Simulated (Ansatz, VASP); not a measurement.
# CdS: VASP beside Ansatz

```xyz
4
Lattice="3.8984 0.0000 0.0000 0.0000 5.5115 0.0000 0.0000 0.0000 3.8981" Properties=species:S:1:pos:R:3 pbc="T T T"
Cd    1.9492    2.7557    0.9474
Cd    0.0000    0.0000    2.9507
S     1.9492    0.0000    0.9946
S     0.0000    2.7557    2.9035
```

Alike in both runs: task single point; functional PBEsol; k mesh 4 × 4 × 4; no spin polarisation.

```csv
,VASP,Ansatz
version,VASP 6.6.1,Ansatz 0.2.0
potentials or method,"VASP PAW PBE potentials, release 64 (Cd, S)","plane waves, PAW"
plane-wave cutoff (eV),500,420
occupations,"gaussian, width 0.01 eV",fixed
valence electrons in the cell,36,52
```

Ansatz gave:

```
pressure (GPa)                                                : -4.5
traceless stress, the component that is largest in VASP (GPa) : -0.49
```

Question: Which values does VASP return?

Answer: Pressure (GPa): -4.1; traceless stress, the component that is largest in VASP (GPa): -0.50.

VASP's potentials were made for PBE, not for PBEsol. VASP's potentials hold 36 valence electrons a cell and Ansatz's 52, so a difference there can come from the potentials and not from the codes.
